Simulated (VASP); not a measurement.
Set up this calculation in VASP 6.6.1, as the native input.

```yaml
Task: single point
Functional: PBE
Potentials_or_basis: VASP PAW PBE potentials, release 64 (Co_sv)
Cutoff: 600 eV
k_mesh: 18 × 18 × 17
Occupations: fermi-dirac, width 0.1 eV
Spin: collinear spin, ferromagnetic start
Starting_moments: "[1.7] μB"
Dipole_correction: no
Further_INCAR_settings: ALGO = Normal; EDIFF = 1e-06; NBANDS = 18
```

The structure of Co lies in POSCAR:

```
Co
1.0
    2.3867169088      0.0000000000      0.0000000000
   -1.1933584544      2.0669574746      0.0000000000
    0.0000000000      0.0000000000      2.2418192640
Co
1
Direct
    0.0000000000      0.0000000000      0.0000000000
```

This isn't the form of Co at room conditions, which is hcp.

One way to write it, as run:

INCAR

```
PREC = Accurate
ENCUT = 600
EDIFF = 1E-6
ISMEAR = -1
SIGMA = 0.1
LREAL = F
LASPH = T
NELM = 200
ALGO = Normal
ISIF = 2
LWAVE = F
LCHARG = F
ISPIN = 2
MAGMOM = 1.7
LORBIT = 11
LMAXMIX = 4
GGA = PE
NBANDS = 18
GGA_COMPAT = F
```

KPOINTS

```
Automatic mesh
0
Gamma
  18 18 17
```

Potentials or basis: VASP PAW PBE potentials, release 64 (Co_sv).

Command:

```console
$ cat potpaw_PBE.64/Co_sv/POTCAR > POTCAR
$ mpirun -np 1 vasp_std > vasp.out
```

Results of the run:

```json
{"Pressure": "11.4 GPa", "Net moment": "1.62 μB per cell", "Site moments": "Co +1.63 μB", "Valence electrons inside the program's atomic spheres": "Co 15.12"}
```

Caveat: the cell stands under pressure.

Run time: 64 s on 1 thread of Intel(R) Xeon(R) 6975P-C (Granite Rapids), with other jobs on the host, peak memory 0.22 GiB.
